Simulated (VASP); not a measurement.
Here is a VASP 6.6.1 calculation.

INCAR

```
SYSTEM = Br
PREC = Accurate ; ENCUT = 600
EDIFF = 1E-6 ; ISMEAR = 0
SIGMA = 0.1 ; LREAL = .FALSE.
LASPH = .TRUE. ; NELM = 100
ALGO = Normal ; ISIF = 3
LWAVE = .FALSE. ; LCHARG = .FALSE.
GGA = PS ; IBRION = 2
NSW = 90 ; EDIFFG = -0.04
```

The input KPOINTS:

```
Automatic mesh
0
G
  6 6 6
  0 0 0
```

Contents of POSCAR:

```
Br
1.0
    5.2440880483      0.0000000000      0.0000000000
   -2.6220440242      4.5415134695      0.0000000000
    0.0000000000      0.0000000000      3.1120436704
Br
3
Direct
    0.0000000000      0.0000000000      0.0000000000
    0.3333333333      0.6666666667      0.5000000000
    0.6666666667      0.3333333333      0.5000000000
```

Potentials or basis: VASP PAW PBE potentials, release 64 (Br).

The run is started by

```console
$ cat potpaw_PBE.64/Br/POTCAR > POTCAR
$ mpirun -np 1 vasp_std > vasp.out
```

Q: What does it give for the relaxed cell?

A: a = 6.941 Å, b = 6.941 Å, c = 2.483 Å, α = 90.00°, β = 90.00°, γ = 120.00°.

Q: Estimate the band gap on the k mesh.

A: Zero (an odd number of electrons rules out a gap without spin polarisation).

Stress tensor (GPa, compression positive):
```
 0.12  0.00  0.00
 0.00  0.12  0.00
 0.00  0.00 -0.06
```

Caveat: the PAW data sets were made with another functional, which shifts forces and pressure a little; an odd number of electrons without spin polarisation forces a metal; a magnetic or distorted state may lie lower.
